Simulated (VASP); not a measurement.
BaTiO3 (Barioperovskite):

```
Ba Ti O
1.0
     3.98550    0.00000    0.00000
     0.00000    2.83690    2.84515
     0.00000   -2.83690    2.84515
Ba Ti O
1 1 3
Direct
  0.00000 0.00000 0.00000
  0.50000 0.51240 0.51240
  0.50000 0.99184 0.50524
  0.50000 0.50524 0.99184
  0.00000 0.48740 0.48740
```

Base run:

* Program: VASP 6.6.1
* Functional: PBE
* Potentials or basis: VASP PAW PBE potentials, release 64 (Ba_sv, Ti_sv, O)
* Cutoff: 520 eV
* k mesh: 7 × 7 × 7
* Occupations: fermi-dirac, width 0.05 eV
* Spin: no spin polarisation

Its results: band gap on the k mesh 1.92 eV, indirect (least direct gap 2.06 eV); pressure 4.1 GPa; largest force 0.259 eV/Å.

Task: The run is repeated on the same cell with these changes: functional from PBE to PBEsol. What comes out?

Result: Band gap on the k mesh 1.88 eV, indirect (least direct gap 2.01 eV); pressure -2.1 GPa; largest force 0.277 eV/Å.

PBEsol binds more tightly than PBE, so the same cell stands under less pressure.

Caveats: spin-orbit coupling is left out, which moves the levels of the heavy elements; the PAW data sets were made with another functional, which shifts forces and pressure a little (some runs).

A k mesh can miss the band edges.
